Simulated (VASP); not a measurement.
# C (P-1) in VASP: single point with r2SCAN

Aim: the single point of C with r2SCAN.

Everything below comes from runs of VASP 6.6.1. Logs are shortened: lines on timing, memory, paths and dates and some standing lists are left out, and cuts for length are marked.

### 1 The cell of the first run

The typed cell holds 2 atoms: a = 3.774 Å, b = 3.772 Å, c = 3.771 Å, α = 38.00°, β = 37.99°, γ = 37.98°.

### 2 Single point, r2SCAN

Contents of POSCAR:

```
C
1.0
    1.2292306167      0.7107620185      3.4967531833
   -1.2266885106      0.7107739510      3.4959314463
    0.0012845307     -1.4161867661      3.4952845107
C
2
Direct
    0.1666290640      0.1666262573      0.1666277993
    0.8333709360      0.8333737427      0.8333722007
```

Contents of INCAR.step1:

```
SYSTEM = C
ALGO = Normal
EDIFF = 1E-4
ENCUT = 520
GGA = PE
ISMEAR = 0
LASPH = .TRUE.
LCHARG = .FALSE.
LREAL = .FALSE.
LWAVE = .TRUE.
NBANDS = 11
NELM = 60
PREC = Accurate
SIGMA = 0.05
```

Contents of INCAR.step2:

```
SYSTEM = C
ALGO = Normal
EDIFF = 1E-6
ENCUT = 520
ISIF = 2
ISMEAR = 0
ISTART = 1
LASPH = .TRUE.
LCHARG = .TRUE.
LELF = .TRUE.
LMIXTAU = .TRUE.
LREAL = .FALSE.
LVHAR = .TRUE.
LWAVE = .FALSE.
METAGGA = R2SCAN
NBANDS = 11
NELM = 60
PREC = Accurate
SIGMA = 0.05
```

Contents of KPOINTS:

```
k-points
0
G
  12 12 12
  0 0 0
```

Potentials or basis: VASP PAW PBE potentials, release 64 (C).

The run is started by

```bash
$ cat potpaw_PBE.64/C/POTCAR > POTCAR
$ cp INCAR.step1 INCAR
$ mpirun -np 1 vasp_std > vasp.out
$ cp INCAR.step2 INCAR
$ mpirun -np 1 vasp_std > vasp.out
```

OUTCAR:

```text
SYSTEM = C
   EDIFF = 1E-6
   ENCUT = 520
   ISIF = 2
   ISMEAR = 0
   ISTART = 1
   LASPH = .TRUE.
   LREAL = .FALSE.
   METAGGA = R2SCAN
   NELM = 60
   PREC = Accurate

 ion  position               nearest neighbor table
   1  0.167  0.167  0.167-   2 1.42   2 1.42   2 1.42
   2  0.833  0.833  0.833-   1 1.42   1 1.42   1 1.42

  Warning from LATTYP: Got some problem with cell dimensions!
  Tried to take original basis but could not verify dimensions!
  LATTYP: Found a triclinic cell.
 ALAT       =     2.4559192648
 B/A-ratio  =     1.8319481806
 C/A-ratio  =     1.0000282399
 COS(alpha) =     0.0003925475
 COS(beta)  =     0.4999954317
 COS(gamma) =     0.5453199914

  Lattice vectors:

 A1 = (  -2.4559191273,   0.0000119325,  -0.0008217370)
 A2 = (  -2.4546345966,  -1.4161748336,   3.4944627737)
 A3 = (  -1.2279730413,   2.1269607171,   0.0006469356)

Analysis of symmetry for initial positions (statically):
=====================================================================
 Subroutine PRICEL returns:
 Original cell was already a primitive cell.

 Routine SETGRP: Setting up the symmetry group for a
 triclinic supercell.

 Subroutine GETGRP returns: Found  2 space group operations
 (whereof  2 operations were pure point group operations)
 out of a pool of  2 trial point group operations.

The static configuration has the point symmetry S_2 .

Analysis of symmetry for dynamics (positions and initial velocities):
=====================================================================
 Subroutine PRICEL returns:
 Original cell was already a primitive cell.

 Routine SETGRP: Setting up the symmetry group for a
 triclinic supercell.

 Subroutine GETGRP returns: Found  2 space group operations
 (whereof  2 operations were pure point group operations)
 out of a pool of  2 trial point group operations.

The dynamic configuration has the point symmetry S_2 .

 Subroutine INISYM returns: Found  2 space group operations
 (whereof  2 operations are pure point group operations),
 and found     1 'primitive' translations

----------------------------------------------------------------------------------------

                                     Primitive cell

  volume of cell :      18.2617

  direct lattice vectors                    reciprocal lattice vectors
     1.229230617  0.710762018  3.496753183     0.407148861  0.235033168  0.095078917
    -1.226688511  0.710773951  3.495931446    -0.407210302  0.235027860  0.095376047
     0.001284531 -1.416186766  3.495284511    -0.000034268 -0.470203286  0.095587175

  length of vectors
     3.774052647  3.772466168  3.771286308     0.479636097  0.479744635  0.479820841

  position of ions in fractional coordinates (direct lattice)
     0.166629064  0.166626257  0.166627799
     0.833370936  0.833373743  0.833372201

  ion indices of the primitive-cell ions
   primitive index   ion index
                 1           1
                 2           2

----------------------------------------------------------------------------------------

 KPOINTS: k-points

Automatic generation of k-mesh.
 Grid dimensions read from file:
 generate k-points for:   12   12   12

 Generating k-lattice:

  Cartesian coordinates                     Fractional coordinates (reciprocal lattice)
     0.033929072  0.019586097  0.007923243     0.083333333  0.000000000  0.000000000
    -0.033934192  0.019585655  0.007948004     0.000000000  0.083333333  0.000000000
    -0.000002856 -0.039183607  0.007965598    -0.000000000  0.000000000  0.083333333

  Length of vectors
     0.039969675  0.039978720  0.039985070

  Shift w.r.t. Gamma in fractional coordinates (k-lattice)
     0.000000000  0.000000000  0.000000000

 Subroutine IBZKPT returns following result:
 ===========================================

 Found    868 irreducible k-points:

 Following reciprocal coordinates:
            Coordinates               Weight
  0.000000  0.000000  0.000000      1.000000
  0.083333 -0.000000  0.000000      2.000000
  0.166667 -0.000000  0.000000      2.000000
  0.250000  0.000000  0.000000      2.000000
  0.333333  0.000000  0.000000      2.000000
  0.416667  0.000000  0.000000      2.000000
[... 16 lines left out ...]
  0.250000  0.166667  0.000000      2.000000
  0.333333  0.166667  0.000000      2.000000
 [... further k-points ...]
   k-points           NKPTS =    868   k-points in BZ     NKDIM =    868   number of bands    NBANDS=     11
   number of dos      NEDOS =    301   number of ions     NIONS =      2
   total plane-waves  NPLWV =  21952
   dimension x,y,z NGX =    28 NGY =   28 NGZ =   28
   dimension x,y,z NGXF=    56 NGYF=   56 NGZF=   56
   ions per type =               2
   NGX,Y,Z   is equivalent  to a cutoff of  12.33, 12.34, 12.34 a.u.
   NGXF,Y,Z  is equivalent  to a cutoff of  24.67, 24.68, 24.69 a.u.
 SYSTEM =  C
   PREC   = accura    normal or accurate (medium, high low for compatibility)
   ISTART =      1    job   : 0-new  1-cont  2-samecut
   ICHARG =      0    charge: 1-file 2-atom 10-const
   ISPIN  =      1    spin polarized calculation?
   LNONCOLLINEAR =      F non collinear calculations
   LSORBIT =      F    spin-orbit coupling
   LASPH  =      T    aspherical Exc in radial PAW
   ENCUT  =  520.0 eV  38.22 Ry    6.18 a.u.   7.02  7.01  7.01*2*pi/ulx,y,z
   NELM   =     60;   NELMIN=  2; NELMDL=  0     # of ELM steps
   EDIFF  = 0.1E-05   stopping-criterion for ELM
   LREAL  =      F    real-space projection
   EDIFFG = 0.1E-04   stopping-criterion for IOM
   NSW    =      0    number of steps for IOM
   IBRION =     -1    ionic relax: 0-MD 1-quasi-New 2-CG
   NFREE  =      0    steps in history (QN), initial steepest desc. (CG)
   ISIF   =      2    stress and relaxation
   ISYM   =      2    0-nonsym 1-usesym 2-fastsym
   POTIM  = 0.5000    time-step for ionic-motion
   TEBEG  =    0.0;   TEEND  =   0.0 temperature during run
   PSTRESS=    0.0 pullay stress
   NELECT =       8.0000    total number of electrons
   NUPDOWN=      -1.0000    fix difference up-down
   EMIN   =  10.00;   EMAX   =-10.00  energy-range for DOS
   EFERMI =   0.00;   METHOD = LEGACY
   ISMEAR =     0;   SIGMA  =   0.05  broadening in eV -4-tet -1-fermi 0-gaus
   EFERMI_NEDOS =   21; number of points for ismear=-14 and -15
   IALGO  =     38    algorithm
   IMIX   =      4    mixing-type and parameters
     AMIX     =   0.40;   BMIX     =  1.00
     AMIX_MAG =   1.60;   BMIX_MAG =  1.00
  volume/ion in A,a.u.               =       9.13        61.62
  Fermi-wavevector in a.u.,A,eV,Ry     =   1.243342  2.349576 21.033249  1.545900
  Thomas-Fermi vector in A             =   2.377657
   LORBIT       =      0    0 simple, 1 ext, 2 COOP (PROOUT), +10 PAW based schemes
   METAGGA = R2SCAN    functional components
   LHFCALC =     F    Hartree Fock is set to
   AEXX    =    0.0000 exact exchange contribution
   IVDW    =     0    specifies the selected vdW correction
   LEPSILON=     F    determine dielectric tensor
   LRPA    =     F    only Hartree local field effects (RPA)
 non-spin polarized calculation
 Gauss-broadening in eV      SIGMA  =   0.05
  energy-cutoff  :      520.00
  volume of cell :       18.26
 maximum number of plane-waves:       505
   NGX = 13   NGY = 13   NGZ = 13

 number of electron       8.0000000 magnetization

 Free energy of the ion-electron system (eV)
  ---------------------------------------------------
  ext. energy  EPLUGINS =         0.00000000
  ---------------------------------------------------
  free energy    TOTEN  =       -19.87432592 eV

  energy without entropy =      -19.87432592  energy(sigma->0) =      -19.87432592

 E-fermi :   4.2749     XC(G=0): -10.8500

 val. band max:        4.0684923562   @ k =  -0.3333   0.3333   0.0000
 cond. band min:       4.6081401715   @ k =   0.0000  -0.3333   0.3333
 fundamental gap:      0.5396478153
 Fermi energy:         4.2748619622

 k-point     1 :       0.0000    0.0000    0.0000
  band No.  band energies     occupation
      1     -16.6120      2.00000
      2      -2.9225      2.00000
      3       1.1318      2.00000
      4       1.1321      2.00000
      5       8.4133      0.00000
      6      13.0871      0.00000
      7      13.0875      0.00000
      8      16.7734      0.00000
      9      17.6753      0.00000
     10      28.4127      0.00000
     11      29.8432      0.00000

 k-point     2 :       0.0833   -0.0000    0.0000
  band No.  band energies     occupation
      1     -16.4348      2.00000
      2      -2.7351      2.00000
      3       0.4275      2.00000
      4       0.7694      2.00000
      5       8.6588      0.00000
      6      13.1847      0.00000
      7      13.8324      0.00000
      8      16.1259      0.00000
      9      18.0081      0.00000
     10      28.8916      0.00000
     11      29.0849      0.00000

 k-point     3 :       0.1667   -0.0000    0.0000
  band No.  band energies     occupation
      1     -15.9057      2.00000
      2      -2.1770      2.00000
      3      -1.3390      2.00000
      4      -0.0774      2.00000
      5       9.3930      0.00000
      6      13.1811      0.00000
      7      14.4328      0.00000
      8      15.8067      0.00000
      9      19.0535      0.00000
     10      26.7164      0.00000
     11      29.4258      0.00000
[... 267 lines left out ...]
 k-point    23 :       0.2500    0.1667    0.0000
  band No.  band energies     occupation
      1     -15.3560      2.00000
      2      -2.5123      2.00000
      3      -1.8496      2.00000
      4      -1.0345      2.00000
      5      10.6791      0.00000
      6      12.9372      0.00000
      7      13.6946      0.00000
      8      16.4582      0.00000
      9      20.5840      0.00000
     10      24.2978      0.00000
     11      30.0658      0.00000

 k-point    24 :       0.3333    0.1667    0.0000
  band No.  band energies     occupation
      1     -14.4836      2.00000
      2      -3.9620      2.00000
      3      -2.4724      2.00000
      4      -0.9905      2.00000
      5      11.1362      0.00000
      6      12.0063      0.00000
      7      15.0272      0.00000
      8      16.5681      0.00000
      9      21.7808      0.00000
     10      22.9958      0.00000
     11      28.5550      0.00000

 [... further k-points ...]

------------------------ aborting loop because EDIFF is reached ----------------------------------------

  FORCE on cell =-STRESS in cart. coord.  units (eV):
  Direction    XX          YY          ZZ          XY          YZ          ZX
  --------------------------------------------------------------------------------------
  -------------------------------------------------------------------------------------
  Total        0.1217453      0.1188472     -0.0092341      0.0005258     -0.0003592     -0.0002488
  in kB       10.6812147     10.4269456     -0.8101423      0.0461285     -0.0315159     -0.0218319
  external PRESSURE =       6.7660060 kB  Pullay stress =       0.0000000 kB

 VOLUME and BASIS-vectors are now :
 -----------------------------------------------------------------------------
  energy-cutoff  :      520.00
  volume of cell :       18.26
      direct lattice vectors                 reciprocal lattice vectors
     1.229230617  0.710762018  3.496753183     0.407148861  0.235033168  0.095078917
    -1.226688511  0.710773951  3.495931446    -0.407210302  0.235027860  0.095376047
     0.001284531 -1.416186766  3.495284511    -0.000034268 -0.470203286  0.095587175

 POSITION                                       TOTAL-FORCE (eV/Angst)
 -----------------------------------------------------------------------------------
      0.00064      0.00089      1.74759        -0.000473     -0.000273     -0.000167
      0.00319      0.00446      8.74038         0.000473      0.000273      0.000167
 -----------------------------------------------------------------------------------
    total drift:                                0.000000     -0.000000      0.000000

  FREE ENERGIE OF THE ION-ELECTRON SYSTEM (eV)
  ---------------------------------------------------
  free  energy   TOTEN  =       -19.8743259168 eV

  energy  without entropy=      -19.8743259168  energy(sigma->0) =      -19.87432592
```

It took 14 min on 1 thread of Intel Xeon Platinum 8259CL at 2.50GHz (Skylake/Cascade Lake), shared host; peak memory 0.26 GiB.

What came out:

```yaml
Free_energy: -19.8743 eV
Pressure: 0.7 GPa
```

Caveat: the PAW data sets were made with another functional, which shifts forces and pressure a little.
